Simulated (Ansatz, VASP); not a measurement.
Ge in VASP and in Ansatz

```
Ge
1.0
     5.63609    0.00000    0.00000
    -2.81804    4.88100    0.00000
     0.00000    0.00000    7.40404
Ge
9
Direct
  0.03565 0.42199 0.34185
  0.57801 0.61366 0.67519
  0.38634 0.96435 0.00852
  0.57801 0.96435 0.32481
  0.38634 0.42199 0.99148
  0.03565 0.61366 0.65815
  0.53182 0.46818 0.33333
  0.53182 0.06365 0.66667
  0.93635 0.46818 0.00000
```

Alike in both runs: functional PBE; k mesh 3 × 3 × 4; occupations gaussian, width 0.1 eV; no spin polarisation.

Ansatz relaxed the structure, and its values are those at the end. VASP's run is a single point on that final structure, the one shown.

|  | VASP | Ansatz |
| --- | --- | --- |
| version | VASP 6.6.1 | Ansatz 0.2.0 |
| potentials or method | VASP PAW PBE potentials, release 64 (Ge_d), cutoff 520 eV | scalar-relativistic, plane waves, PAW |
| valence electrons in the cell | 126 | 126 |

|  | VASP | Ansatz | Ansatz less VASP |
| --- | --- | --- | --- |
| gap on the k mesh at the Fermi level (eV) | none | none | - |
| pressure (GPa) | 0.1 | 0.1 | -0.02 |
| rms of the force components (eV/Å) | 0.003 | 0.003 | -0.0005 |

A gap of «none» marks a metal or a gap that the smearing closes. The functional is the same, so the differences come from potentials, cutoffs and numerics.

The k mesh is coarse, so the values compare programs but aren't converged.
